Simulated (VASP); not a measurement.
Wanted: the native input for a VASP 6.6.1 run.

* Task: single point
* Functional: PBE
* Potentials or basis: VASP PAW PBE potentials, release 64 (B, N)
* Cutoff: 520 eV
* k mesh: 2 × 2 × 2
* Occupations: gaussian, width 0.05 eV
* Spin: no spin polarisation
* Dipole correction: no
* Further INCAR settings: LREAL = Auto; ALGO = Normal; EDIFF = 1e-07; NBANDS = 126

The structure of BN lies in POSCAR:

```
BN
1.0
    3.7473600000     -2.1635390000     -6.6357000000
    3.7473600000     -2.1635390000      6.6357000000
   -7.4947200000     -4.3270790000      0.0000000000
B N
24 24
Direct
    0.7083340000      0.9583330000      0.8333330000
    0.2083340000      0.4583330000      0.8333330000
    0.3750000000      0.6250010000      0.6666670000
    0.8750000000      0.1250010000      0.6666670000
    0.0416670000      0.2916670000      0.5000000000
    0.5416670000      0.7916670000      0.5000000000
    0.7083340000      0.9583330000      0.3333330000
    0.2083340000      0.4583330000      0.3333330000
    0.3750000000      0.6250010000      0.1666670000
    0.8750000000      0.1250010000      0.1666670000
    0.0416670000      0.2916670000      0.0000000000
    0.5416670000      0.7916670000      0.0000000000
    0.6250000000      0.3749990000      0.8333330000
    0.1250000000      0.8749990000      0.8333330000
    0.2916660000      0.0416670000      0.6666670000
    0.7916660000      0.5416670000      0.6666670000
    0.9583330000      0.7083330000      0.5000000000
    0.4583330000      0.2083330000      0.5000000000
    0.6250000000      0.3749990000      0.3333330000
    0.1250000000      0.8749990000      0.3333330000
    0.2916660000      0.0416670000      0.1666670000
    0.7916660000      0.5416670000      0.1666670000
    0.9583330000      0.7083330000      0.0000000000
    0.4583330000      0.2083330000      0.0000000000
    0.4583340000      0.2083330000      0.8333330000
    0.9583340000      0.7083330000      0.8333330000
    0.1250000000      0.8750010000      0.6666670000
    0.6250000000      0.3750010000      0.6666670000
    0.7916670000      0.5416670000      0.5000000000
    0.2916670000      0.0416670000      0.5000000000
    0.4583340000      0.2083330000      0.3333330000
    0.9583340000      0.7083330000      0.3333330000
    0.1250000000      0.8750010000      0.1666670000
    0.6250000000      0.3750010000      0.1666670000
    0.7916670000      0.5416670000      0.0000000000
    0.2916670000      0.0416670000      0.0000000000
    0.8750000000      0.1249990000      0.8333330000
    0.3750000000      0.6249990000      0.8333330000
    0.5416660000      0.7916670000      0.6666670000
    0.0416660000      0.2916670000      0.6666670000
    0.2083330000      0.4583330000      0.5000000000
    0.7083330000      0.9583330000      0.5000000000
    0.8750000000      0.1249990000      0.3333330000
    0.3750000000      0.6249990000      0.3333330000
    0.5416660000      0.7916670000      0.1666670000
    0.0416660000      0.2916670000      0.1666670000
    0.2083330000      0.4583330000      0.0000000000
    0.7083330000      0.9583330000      0.0000000000
```

These files were run (other wordings do the same):

INCAR

```
PREC     = Accurate       # precision mode
ENCUT    = 520            # plane-wave cutoff, eV
EDIFF    = 1E-7           # SCF threshold, eV
ISMEAR   = 0              # smearing method
SIGMA    = 0.05           # smearing width, eV
LREAL    = Auto         
LASPH    = T              # aspherical terms in the spheres
NELM     = 60             # most SCF steps
ALGO     = Normal         # electronic algorithm
ISIF     = 2              # what is computed and relaxed
LWAVE    = F              # write WAVECAR
LCHARG   = F              # write CHGCAR
GGA      = PE             # functional
NBANDS   = 126            # bands
```

KPOINTS

```
regular mesh
0
Gamma
  2 2 2
```

Potentials or basis: VASP PAW PBE potentials, release 64 (B, N).

Command:

```sh
$ cat potpaw_PBE.64/B/POTCAR potpaw_PBE.64/N/POTCAR > POTCAR
$ mpirun -np 1 vasp_std > vasp.out
```

It gave:

```
Pressure               : 5.2 GPa
Band gap on the k mesh : 4.29 eV
```

Caveat: the k points lie up to 0.48 Å⁻¹ apart.

Run time: 8.6 min on 1 thread of AMD EPYC 7R13 Processor (Zen 3), with other jobs on the host, peak memory 0.55 GiB.
